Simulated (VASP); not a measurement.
A run of VASP 6.6.1 is set up as follows.

POSCAR

```
HfO2
1.0
    0.0000000000      2.5179860645      2.5179860645
    2.5179860645      0.0000000000      2.5179860645
    2.5179860645      2.5179860645      0.0000000000
Hf O
1 2
Direct
    0.0000000000      0.0000000000      0.0000000000
    0.2500000000      0.2500000000      0.2500000000
    0.7500000000      0.7500000000      0.7500000000
```

File INCAR.step1:

```
  PREC = Accurate
  ENCUT = 520
  EDIFF = 1E-5
  ISMEAR = -1
  SIGMA = 0.05
  LREAL = False
  LASPH = True
  NELM = 60
  ALGO = Normal
  ISIF = 2
  LWAVE = True
  LCHARG = False
  NBANDS = 18
  GGA = PE
```

INCAR.step2

```
  PREC = Accurate
  ENCUT = 520
  EDIFF = 1E-6
  ISMEAR = -1
  SIGMA = 0.05
  LREAL = False
  LASPH = True
  NELM = 60
  ALGO = Normal
  ISIF = 2
  LWAVE = False
  LCHARG = False
  GGA = PE
  LHFCALC = True
  HFSCREEN = 0.2079
  PRECFOCK = Normal
  NBANDS = 18
  ISTART = 1
```

The input KPOINTS:

```
Automatic mesh
0
Gamma
  4 4 4
```

Potentials or basis: VASP PAW PBE potentials, release 64 (Hf_pv, O).

Run with:

```console
$ cat potpaw_PBE.64/Hf_pv/POTCAR potpaw_PBE.64/O/POTCAR > POTCAR
$ cp INCAR.step1 INCAR
$ mpirun -np 1 vasp_std > vasp.out
$ cp INCAR.step2 INCAR
$ mpirun -np 1 vasp_std > vasp.out
```

Problem. What does it give for the pressure?

Solution. -1.8 GPa.

Problem. Estimate the band gap on the k mesh.

Solution. 5.41 eV.

Caveat: the k points lie up to 0.54 Å⁻¹ apart; the PAW data sets were made with another functional, which shifts forces and pressure a little; spin-orbit coupling is left out, which moves the levels of the heavy elements. A k mesh can miss the band edges.
